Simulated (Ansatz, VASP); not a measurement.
# One calculation of ZnS, two programs

File INCAR:

```
SYSTEM = ZnS
ALGO = Normal
EDIFF = 1E-6
ENCUT = 500
GGA = CA
GGA_COMPAT = .False.
ISIF = 2
ISMEAR = 0
LASPH = .True.
LCHARG = .False.
LREAL = .False.
LWAVE = .False.
NBANDS = 16
NELM = 120
PREC = Accurate
SIGMA = 0.02
```

Contents of KPOINTS:

```
k-points
0
Gamma
  10 10 10
  0 0 0
```

POSCAR

```
ZnS
1.0
    0.0000000000      2.6746932595      2.6746932595
    2.6746932595      0.0000000000      2.6746932595
    2.6746932595      2.6746932595      0.0000000000
Zn S
1 1
Direct
    0.2500000000      0.2500000000      0.2500000000
    0.0000000000      0.0000000000      0.0000000000
```

Input for Ansatz:

```yaml
crystal:
  lattice:
    - [0.0, 2.6746932595, 2.6746932595]
    - [2.6746932595, 0.0, 2.6746932595]
    - [2.6746932595, 2.6746932595, 0.0]
  atoms:
    - { symbol: Zn, position: [0.25, 0.25, 0.25] }
    - { symbol: S, position: [0.0, 0.0, 0.0] }
basis:
  ecutwfc: 420
kpoints:
  mp_grid: { grid: [10, 10, 10] }
hamiltonian:
  xc: lda
scf:
  occupations: { method: gaussian, width: 0.02 }
output:
  forces: true
  stress: true
  eigenvalues: true
```

Alike in both runs: task single point; functional LDA; k mesh 10 × 10 × 10; occupations gaussian, width 0.02 eV; no spin polarisation.

```csv
,VASP,Ansatz
version,VASP 6.6.1,Ansatz 0.2.0
potentials or method,"VASP PAW LDA potentials, release 64 (Zn, S), cutoff 500 eV","scalar-relativistic, plane waves, PAW"
valence electrons in the cell,18,18
```

Ansatz gave:

```
gap on the k mesh at the Fermi level (eV) : 1.99
least direct gap on the mesh (eV)         : 1.99
pressure (GPa)                            : -2.4
```

Question: Estimate VASP's values.

Answer: gap on the k mesh at the Fermi level (eV): 2.03; least direct gap on the mesh (eV): 2.03; pressure (GPa): -2.2.

LDA's correlation is that of Perdew and Zunger in VASP and of Perdew and Wang (1992) in Ansatz.
